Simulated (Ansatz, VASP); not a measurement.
Ba in VASP and in Ansatz

The input INCAR:

```
SYSTEM = Ba
PREC = Accurate ; ENCUT = 500
EDIFF = 1E-6 ; ISMEAR = -1
SIGMA = 0.1 ; LREAL = .FALSE.
LASPH = .TRUE. ; NELM = 120
ALGO = Normal ; ISIF = 2
LWAVE = .FALSE. ; LCHARG = .FALSE.
NBANDS = 17 ; GGA_COMPAT = .FALSE.
```

Contents of KPOINTS:

```
Automatic mesh
0
G
  10 10 5
  0 0 0
```

POSCAR

```
Ba
1.0
    4.2332088451      0.0000000000      0.0000000000
   -2.1166044225      3.6660663993      0.0000000000
    0.0000000000      0.0000000000      6.8623955318
Ba
2
Direct
    0.3333333333      0.6666666667      0.2500000000
    0.6666666667      0.3333333333      0.7500000000
```

Input for Ansatz:

```yaml
crystal:
  lattice:
    - [4.2332088451, 0.0, 0.0]
    - [-2.1166044225, 3.6660663993, 0.0]
    - [0.0, 0.0, 6.8623955318]
  atoms:
    - { symbol: Ba, position: [0.3333333333, 0.6666666667, 0.25] }
    - { symbol: Ba, position: [0.6666666667, 0.3333333333, 0.75] }
hamiltonian:
  xc: lda
  pseudopotentials:
    kind: paw
    azcp:
      Ba: "pseudopotentials/Ba.paw.azcp"
basis:
  ecutwfc: 420
  fft_grid_basis: typed
kpoints:
  mp_grid: { grid: [10, 10, 5], shift: [0, 0, 0] }
magnetization:
  spin_polarized: false
scf:
  occupations: { method: fermi_dirac, width: 0.1 }
  lower_state_search: "off"
output:
  stress: true
```

Alike in both runs: task single point; functional LDA; k mesh 10 × 10 × 5; occupations fermi-dirac, width 0.1 eV; no spin polarisation.

```csv
,VASP,Ansatz
version,VASP 6.6.1,Ansatz 0.2.0
potentials or method,"VASP PAW LDA potentials, release 64 (Ba_sv), cutoff 500 eV","plane waves (420 eV) with PAW, scalar-relativistic"
valence electrons in the cell,20,20
```

|  | VASP | Ansatz | Ansatz less VASP |
| --- | --- | --- | --- |
| pressure (GPa) | 0.1 | 0.0 | -0.10 |

Ansatz warns that its potentials were made for another functional, while VASP's fit it. LDA's correlation is that of Perdew and Zunger in VASP and of Perdew and Wang (1992) in Ansatz.

Spin-orbit coupling is off throughout.
